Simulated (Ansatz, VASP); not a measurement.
Given: the input of a run of Ansatz 0.2.0 on NbP.

Contents of input.yaml:

```yaml
crystal:
  lattice:
    - [-1.66368182, 1.66368182, 5.7015827992]
    - [1.66368182, -1.66368182, 5.7015827992]
    - [1.66368182, 1.66368182, -5.7015827992]
  atoms:
    - { symbol: Nb, position: [0.2498808, 0.7498808, 0.5] }
    - { symbol: Nb, position: [0.4998808, 0.4998808, 0.0] }
    - { symbol: P, position: [0.83274777, 0.33274777, 0.5] }
    - { symbol: P, position: [0.08274777, 0.08274777, 0.0] }
kpoints:
  mp_grid: { grid: [11, 11, 11] }
scf:
  occupations: { method: fermi_dirac, width: 0.05 }
hamiltonian:
  xc: pbesol
  pseudopotentials: { kind: all_electron, lapw: { basis_error: 0.001 } }
output:
  forces: true
  stress: true
  eigenvalues: true
```

Potentials or basis: all-electron LAPW, scalar-relativistic.

The run is started by

```bash
$ ansatz run input.yaml --threads 2 --pin off --max-ram 8192MiB --backend cpu --events-out ev --progress --plain --runs-dir out
```

**Question.** Set up the same calculation for VASP 6.6.1. Potentials there: VASP PAW PBE potentials, release 64 (Nb_sv, P).

**Answer.** As run (the cutoff follows the program's own potentials):

INCAR

```
  PREC = Accurate
  ENCUT = 520
  EDIFF = 1E-7
  ISMEAR = -1
  SIGMA = 0.05
  LREAL = False
  LASPH = True
  NELM = 100
  ALGO = Normal
  ISIF = 2
  LWAVE = False
  LCHARG = False
  GGA = PS
  NBANDS = 26
```

KPOINTS

```
Automatic mesh
0
Gamma
  11 11 11
```

The input POSCAR:

```
NbP
1.0
   -1.6636818200      1.6636818200      5.7015827992
    1.6636818200     -1.6636818200      5.7015827992
    1.6636818200      1.6636818200     -5.7015827992
Nb P
2 2
Direct
    0.2498808000      0.7498808000      0.5000000000
    0.4998808000      0.4998808000      0.0000000000
    0.8327477700      0.3327477700      0.5000000000
    0.0827477700      0.0827477700      0.0000000000
```

Potentials or basis: VASP PAW PBE potentials, release 64 (Nb_sv, P).

Run with:

```sh
$ cat potpaw_PBE.64/Nb_sv/POTCAR potpaw_PBE.64/P/POTCAR > POTCAR
$ mpirun -np 1 vasp_std > vasp.out
```

Both were run:

|  | VASP | Ansatz | Ansatz less VASP |
| --- | --- | --- | --- |
| gap on the k mesh at the Fermi level (eV) | none | none | - |
| pressure (GPa) | -2.9 | -2.6 | +0.22 |
| traceless stress, the component that is largest in VASP (GPa) | -0.55 | -0.55 | -0.005 |
| rms of the force components (eV/Å) | 0.014 | 0.014 | +0.0003 |

VASP's potentials were made for PBE, not for PBEsol. Atom by atom the forces differ by 0.000 eV/Å (rms over components). A gap of «none» marks a metal or a gap that the smearing closes. Ansatz ran all-electron here, and VASP with PAW potentials.
